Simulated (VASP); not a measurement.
# Ta: single point with PBEsol

Ta, a slab with vacuum:

```
Ta
1.0
     3.28205    0.00000    0.00000
     0.00000    3.28205    0.00000
     0.00000    0.00000   19.28200
Ta
3
Direct
  0.00000 0.00000 0.41489
  0.50000 0.50000 0.50000
  0.00000 0.00000 0.58511
```

```yaml
Program: VASP 6.6.1
Task: single point
Functional: PBEsol
Potentials_or_basis: VASP PAW PBE potentials, release 64 (Ta_pv)
Cutoff: 520 eV
k_mesh: 12 × 12 × 1
Occupations: fermi-dirac, width 0.05 eV
Spin: no spin polarisation
```

```yaml
Largest_force: 1.980 eV/Å
Band_gap_on_the_k_mesh: zero (an odd number of electrons rules out a gap without spin polarisation)
```

Forces on the atoms (eV/Å):
```
Ta   0.000  0.000  1.980
Ta   0.000  0.000  0.000
Ta   0.000  0.000 -1.980
```

Levels at points of the mesh, in eV from the Fermi level:
```tsv
k point	band 13	band 14	band 15	band 16	band 17	band 18	band 19	band 20
(0.00, 0.00, 0.00)	-3.55	-1.53	-0.36	-0.06	0.25	0.25	0.88	1.06
(0.50, 0.00, 0.00)	-1.25	-1.21	-1.08	-1.01	-0.58	0.90	1.13	1.26
(0.50, 0.50, 0.00)	-2.08	-1.82	-1.29	-1.29	1.45	1.45	2.09	2.59
```

It took 4.2 min on 1 thread of Intel Xeon 8259CL, with other jobs on the host, peak memory 0.33 GiB.

Caveat: the PAW data sets were made with another functional, which shifts forces and pressure a little; spin-orbit coupling is left out, which moves the levels of the heavy elements.
